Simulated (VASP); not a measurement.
# ZnS (F-43m) in VASP: notebook

Runs on ZnS. Level: PBE. Tasks: electric field gradients.

Everything below comes from runs of VASP 6.6.1. Logs are shortened: lines on timing, memory, paths and dates and some standing lists are left out, and cuts for length are marked.

**Experimental background.**

“Electronic, vibrational, and thermodynamic properties of ZnS (zincblende and rocksalt structure)”, 2009, arxiv:0911.5022 quotes, for a bulk crystal of ZnS at 19 K: band gap 3.85 eV (direct).

The results are compared with them further down.

**1. The cell of the first run**

It takes space group F-43m (No. 216, cubic). The conventional cell has a = 5.318 Å, b = 5.318 Å, c = 5.318 Å, α = 90.00°, β = 90.00°, γ = 90.00°. Zn (site symmetry -43m) has 4 S at 2.30 Å within 3.0 Å. Within 3.0 Å of S (site symmetry -43m) lie 4 Zn at 2.30 Å.

**2. Electric field gradients, PBE (volume scaled by 0.95)**

Contents of INCAR:

```
SYSTEM = ZnS
  PREC = Accurate
  ENCUT = 520
  EDIFF = 1E-8
  ISMEAR = -1
  SIGMA = 0.01
  LREAL = .FALSE.
  LASPH = .TRUE.
  NELM = 80
  ALGO = Normal
  ISIF = 2
  LWAVE = .FALSE.
  LCHARG = .FALSE.
  GGA = PE
  LEFG = .TRUE.
  NBANDS = 16
```

Contents of KPOINTS:

```
regular mesh
0
G
  8 8 8
  0 0 0
```

Contents of POSCAR:

```
ZnS
1.0
    0.0000000000      2.6587996169      2.6587996169
    2.6587996169      0.0000000000      2.6587996169
    2.6587996169      2.6587996169      0.0000000000
Zn S
1 1
Direct
    0.0000000000      0.0000000000      0.0000000000
    0.7500000000      0.7500000000      0.7500000000
```

Potentials or basis: VASP PAW PBE potentials, release 64 (Zn, S).

The run is started by

```sh
> cat potpaw_PBE.64/Zn/POTCAR potpaw_PBE.64/S/POTCAR > POTCAR
> mpirun -np 1 vasp_std > vasp.out
```

OUTCAR:

```text
SYSTEM = ZnS
   PREC = Accurate
   ENCUT = 520
   EDIFF = 1E-8
   ISMEAR = -1
   LREAL = .FALSE.
   LASPH = .TRUE.
   NELM = 80
   ISIF = 2
   GGA = PE

 ion  position               nearest neighbor table
   1  0.000  0.000  0.000-   2 2.30   2 2.30   2 2.30   2 2.30
   2  0.750  0.750  0.750-   1 2.30   1 2.30   1 2.30   1 2.30

  LATTYP: Found a face centered cubic cell.
 ALAT       =     5.3175992338

  Lattice vectors:

 A1 = (   0.0000000000,   2.6587996169,   2.6587996169)
 A2 = (   2.6587996169,   0.0000000000,   2.6587996169)
 A3 = (   2.6587996169,   2.6587996169,   0.0000000000)

Analysis of symmetry for initial positions (statically):
=====================================================================
 Subroutine PRICEL returns:
 Original cell was already a primitive cell.

 Routine SETGRP: Setting up the symmetry group for a
 face centered cubic supercell.

 Subroutine GETGRP returns: Found 24 space group operations
 (whereof 24 operations were pure point group operations)
 out of a pool of 48 trial point group operations.

The static configuration has the point symmetry T_d .

Analysis of symmetry for dynamics (positions and initial velocities):
=====================================================================
 Subroutine PRICEL returns:
 Original cell was already a primitive cell.

 Routine SETGRP: Setting up the symmetry group for a
 face centered cubic supercell.

 Subroutine GETGRP returns: Found 24 space group operations
 (whereof 24 operations were pure point group operations)
 out of a pool of 48 trial point group operations.

The dynamic configuration has the point symmetry T_d .

 Subroutine INISYM returns: Found 24 space group operations
 (whereof 24 operations are pure point group operations),
 and found     1 'primitive' translations

----------------------------------------------------------------------------------------

                                     Primitive cell

  volume of cell :      37.5913

  direct lattice vectors                    reciprocal lattice vectors
     0.000000000  2.658799617  2.658799617    -0.188054789  0.188054789  0.188054789
     2.658799617  0.000000000  2.658799617     0.188054789 -0.188054789  0.188054789
     2.658799617  2.658799617  0.000000000     0.188054789  0.188054789 -0.188054789

  length of vectors
     3.760110478  3.760110478  3.760110478     0.325720449  0.325720449  0.325720449

  position of ions in fractional coordinates (direct lattice)
     0.000000000  0.000000000  0.000000000
     0.750000000  0.750000000  0.750000000

  ion indices of the primitive-cell ions
   primitive index   ion index
                 1           1
                 2           2

----------------------------------------------------------------------------------------

 KPOINTS: regular mesh

Automatic generation of k-mesh.
 Grid dimensions read from file:
 generate k-points for:    8    8    8

 Generating k-lattice:

  Cartesian coordinates                     Fractional coordinates (reciprocal lattice)
    -0.023506849  0.023506849  0.023506849     0.125000000  0.000000000  0.000000000
     0.023506849 -0.023506849  0.023506849     0.000000000  0.125000000  0.000000000
     0.023506849  0.023506849 -0.023506849     0.000000000  0.000000000  0.125000000

  Length of vectors
     0.040715056  0.040715056  0.040715056

  Shift w.r.t. Gamma in fractional coordinates (k-lattice)
     0.000000000  0.000000000  0.000000000

 Subroutine IBZKPT returns following result:
 ===========================================

 Found     29 irreducible k-points:

 Following reciprocal coordinates:
            Coordinates               Weight
  0.000000  0.000000  0.000000      1.000000
  0.125000  0.000000  0.000000      8.000000
  0.250000  0.000000  0.000000      8.000000
  0.375000  0.000000  0.000000      8.000000
  0.500000  0.000000  0.000000      4.000000
  0.125000  0.125000  0.000000      6.000000
[... 16 lines left out ...]
  0.500000  0.250000  0.125000     48.000000
 -0.375000  0.250000  0.125000     24.000000
 [... further k-points ...]
   k-points           NKPTS =     29   k-points in BZ     NKDIM =     29   number of bands    NBANDS=     16
   number of dos      NEDOS =    301   number of ions     NIONS =      2
   total plane-waves  NPLWV =  21952
   dimension x,y,z NGX =    28 NGY =   28 NGZ =   28
   dimension x,y,z NGXF=    56 NGYF=   56 NGZF=   56
   ions per type =               1   1
   NGX,Y,Z   is equivalent  to a cutoff of  12.38, 12.38, 12.38 a.u.
   NGXF,Y,Z  is equivalent  to a cutoff of  24.76, 24.76, 24.76 a.u.
 SYSTEM =  ZnS
   PREC   = accura    normal or accurate (medium, high low for compatibility)
   ISTART =      0    job   : 0-new  1-cont  2-samecut
   ICHARG =      2    charge: 1-file 2-atom 10-const
   ISPIN  =      1    spin polarized calculation?
   LNONCOLLINEAR =      F non collinear calculations
   LSORBIT =      F    spin-orbit coupling
   LASPH  =      T    aspherical Exc in radial PAW
   ENCUT  =  520.0 eV  38.22 Ry    6.18 a.u.   6.99  6.99  6.99*2*pi/ulx,y,z
   NELM   =     80;   NELMIN=  2; NELMDL= -5     # of ELM steps
   EDIFF  = 0.1E-07   stopping-criterion for ELM
   LREAL  =      F    real-space projection
   EDIFFG = 0.1E-06   stopping-criterion for IOM
   NSW    =      0    number of steps for IOM
   IBRION =     -1    ionic relax: 0-MD 1-quasi-New 2-CG
   NFREE  =      0    steps in history (QN), initial steepest desc. (CG)
   ISIF   =      2    stress and relaxation
   ISYM   =      2    0-nonsym 1-usesym 2-fastsym
   POTIM  = 0.5000    time-step for ionic-motion
   TEBEG  =    0.0;   TEEND  =   0.0 temperature during run
   PSTRESS=    0.0 pullay stress
   NELECT =      18.0000    total number of electrons
   NUPDOWN=      -1.0000    fix difference up-down
   EMIN   =  10.00;   EMAX   =-10.00  energy-range for DOS
   EFERMI =   0.00;   METHOD = LEGACY
   ISMEAR =    -1;   SIGMA  =   0.01  broadening in eV -4-tet -1-fermi 0-gaus
   EFERMI_NEDOS =   21; number of points for ismear=-14 and -15
   IALGO  =     38    algorithm
   IMIX   =      4    mixing-type and parameters
     AMIX     =   0.40;   BMIX     =  1.00
     AMIX_MAG =   1.60;   BMIX_MAG =  1.00
  volume/ion in A,a.u.               =      18.80       126.84
  Fermi-wavevector in a.u.,A,eV,Ry     =   1.280767  2.420298 22.318502  1.640364
  Thomas-Fermi vector in A             =   2.413176
   LORBIT       =      0    0 simple, 1 ext, 2 COOP (PROOUT), +10 PAW based schemes
   GGA     = PE    functional components
   LHFCALC =     F    Hartree Fock is set to
   AEXX    =    0.0000 exact exchange contribution
   IVDW    =     0    specifies the selected vdW correction
   LEPSILON=     F    determine dielectric tensor
   LRPA    =     F    only Hartree local field effects (RPA)
 non-spin polarized calculation
  energy-cutoff  :      520.00
  volume of cell :       37.59
 maximum number of plane-waves:      1036
   NGX = 13   NGY = 13   NGZ = 13

 number of electron      18.0000019 magnetization

 Free energy of the ion-electron system (eV)
  ---------------------------------------------------
  ext. energy  EPLUGINS =         0.00000000
  ---------------------------------------------------
  free energy    TOTEN  =        -6.80324529 eV

  energy without entropy =       -6.80324529  energy(sigma->0) =       -6.80324529

 E-fermi :   2.8285     XC(G=0):  -9.8595

 val. band max:        2.5714789810   @ k =   0.0000   0.0000   0.0000
 cond. band min:       4.9011216138   @ k =   0.0000   0.0000   0.0000
 fundamental gap:      2.3296426327
 Fermi energy:         2.8285089011

 k-point     1 :       0.0000    0.0000    0.0000
  band No.  band energies     occupation
      1     -10.9186      2.00000
      2      -3.9734      2.00000
      3      -3.9734      2.00000
      4      -3.9734      2.00000
      5      -3.4160      2.00000
      6      -3.4160      2.00000
[... 8 lines left out ...]
     15      14.3878      0.00000
     16      14.7154      0.00000

 k-point     2 :       0.1250    0.0000    0.0000
  band No.  band energies     occupation
      1     -10.7917      2.00000
      2      -3.9766      2.00000
      3      -3.9502      2.00000
      4      -3.9502      2.00000
      5      -3.4180      2.00000
      6      -3.4180      2.00000
[... 8 lines left out ...]
     15      13.7749      0.00000
     16      15.4849      0.00000

 k-point     3 :       0.2500    0.0000    0.0000
  band No.  band energies     occupation
      1     -10.4587      2.00000
      2      -3.9393      2.00000
      3      -3.8993      2.00000
      4      -3.8993      2.00000
      5      -3.4145      2.00000
      6      -3.4145      2.00000
[... 8 lines left out ...]
     15      13.5776      0.00000
     16      14.9203      0.00000

 k-point     4 :       0.3750    0.0000    0.0000
  band No.  band energies     occupation
      1     -10.0768      2.00000
      2      -3.8593      2.00000
      3      -3.8593      2.00000
      4      -3.7255      2.00000
      5      -3.3952      2.00000
      6      -3.3952      2.00000
[... 8 lines left out ...]
     15      14.7413      0.00000
     16      14.7413      0.00000

 k-point     5 :       0.5000    0.0000    0.0000
  band No.  band energies     occupation
      1      -9.8997      2.00000
      2      -3.8468      2.00000
      3      -3.8468      2.00000
      4      -3.3815      2.00000
      5      -3.3815      2.00000
      6      -3.2077      2.00000
[... 8 lines left out ...]
     15      16.1020      0.00000
     16      16.1020      0.00000

 k-point     6 :       0.1250    0.1250    0.0000
  band No.  band energies     occupation
      1     -10.7494      2.00000
      2      -4.0001      2.00000
      3      -3.9306      2.00000
      4      -3.9306      2.00000
      5      -3.4351      2.00000
      6      -3.4034      2.00000
[... 8 lines left out ...]
     15      14.5910      0.00000
     16      16.0487      0.00000
[... 267 lines left out ...]
 k-point    21 :       0.5000    0.5000    0.0000
  band No.  band energies     occupation
      1      -9.5554      2.00000
      2      -4.0477      2.00000
      3      -3.5909      2.00000
      4      -3.5909      2.00000
      5      -3.3301      2.00000
      6      -3.1822      2.00000
[... 8 lines left out ...]
     15      16.3535      0.00000
     16      17.2817      0.00000

 k-point    22 :       0.3750    0.2500    0.1250
  band No.  band energies     occupation
      1     -10.1965      2.00000
      2      -3.9694      2.00000
      3      -3.8292      2.00000
      4      -3.8016      2.00000
      5      -3.4431      2.00000
      6      -3.3729      2.00000
[... 8 lines left out ...]
     15      15.4858      0.00000
     16      17.9706      0.00000

 k-point    23 :       0.5000    0.2500    0.1250
  band No.  band energies     occupation
      1      -9.8762      2.00000
      2      -3.8633      2.00000
      3      -3.7969      2.00000
      4      -3.6565      2.00000
      5      -3.3982      2.00000
      6      -3.3410      2.00000
[... 8 lines left out ...]
     15      16.5846      0.00000
     16      17.0892      0.00000

 k-point    24 :      -0.3750    0.2500    0.1250
  band No.  band energies     occupation
      1      -9.7318      2.00000
      2      -3.8399      2.00000
      3      -3.7715      2.00000
      4      -3.4881      2.00000
      5      -3.4033      2.00000
      6      -3.1224      2.00000
[... 8 lines left out ...]
     15      16.2157      0.00000
     16      17.0611      0.00000

 [... further k-points ...]
[... 5 lines left out ...]
  --------------------------------------------------------------------------------------
  -------------------------------------------------------------------------------------
  Total        1.3843023      1.3843023      1.3843023     -0.0000000     -0.0000000     -0.0000000
  in kB       59.0003640     59.0003640     59.0003640     -0.0000000     -0.0000000     -0.0000000
  external PRESSURE =      59.0003640 kB  Pullay stress =       0.0000000 kB

 VOLUME and BASIS-vectors are now :
 -----------------------------------------------------------------------------
  energy-cutoff  :      520.00
  volume of cell :       37.59
      direct lattice vectors                 reciprocal lattice vectors
     0.000000000  2.658799617  2.658799617    -0.188054789  0.188054789  0.188054789
     2.658799617  0.000000000  2.658799617     0.188054789 -0.188054789  0.188054789
     2.658799617  2.658799617  0.000000000     0.188054789  0.188054789 -0.188054789

 POSITION                                       TOTAL-FORCE (eV/Angst)
 -----------------------------------------------------------------------------------
      0.00000      0.00000      0.00000        -0.000000     -0.000000     -0.000000
      3.98820      3.98820      3.98820         0.000000      0.000000      0.000000
 -----------------------------------------------------------------------------------
    total drift:                               -0.000002     -0.000002     -0.000002

  FREE ENERGIE OF THE ION-ELECTRON SYSTEM (eV)
  ---------------------------------------------------
  free  energy   TOTEN  =        -6.8032452915 eV

  energy  without entropy=       -6.8032452915  energy(sigma->0) =       -6.80324529

 Electric field gradients (V/A^2)
---------------------------------------------------------------------
 ion       V_xx      V_yy      V_zz      V_xy      V_xz      V_yz
---------------------------------------------------------------------
   1       0.000    -0.000     0.000     0.000     0.000     0.000
   2       0.000     0.000    -0.000    -0.000    -0.000    -0.000
---------------------------------------------------------------------

 Electric field gradients after diagonalization (V/A^2)
 (convention: |V_zz| > |V_xx| > |V_yy|)
----------------------------------------------------------------------
 ion       V_xx      V_yy      V_zz     asymmetry (V_yy - V_xx)/ V_zz
----------------------------------------------------------------------
   1      -0.000    -0.000     0.001       0.000
   2       0.000     0.000    -0.001       0.000
----------------------------------------------------------------------

           NMR quadrupolar parameters

 Cq : quadrupolar parameter    Cq=e*Q*V_zz/h
 eta: asymmetry parameters     (V_yy - V_xx)/ V_zz
 Q  : nuclear electric quadrupole moment in mb (millibarn)
----------------------------------------------------------------------
 ion       Cq(MHz)       eta       Q (mb)
----------------------------------------------------------------------
   1       0.000       0.000       1.000
   2      -0.000       0.000       1.000
----------------------------------------------------------------------
```

Run time: 22 s. Hardware: 1 thread of AMD EPYC 7R43 (Zen 3), shared host; peak memory 0.12 GiB.

Results:

```
Free energy            : -6.8032 eV
Pressure               : 5.9 GPa
Band gap on the k mesh : 2.33 eV, direct
```

Caveat: without QUAD_EFG the Cq values of the log hold for a quadrupole moment of 1 mb, not for the nuclei.

[end of part 1 of 2]
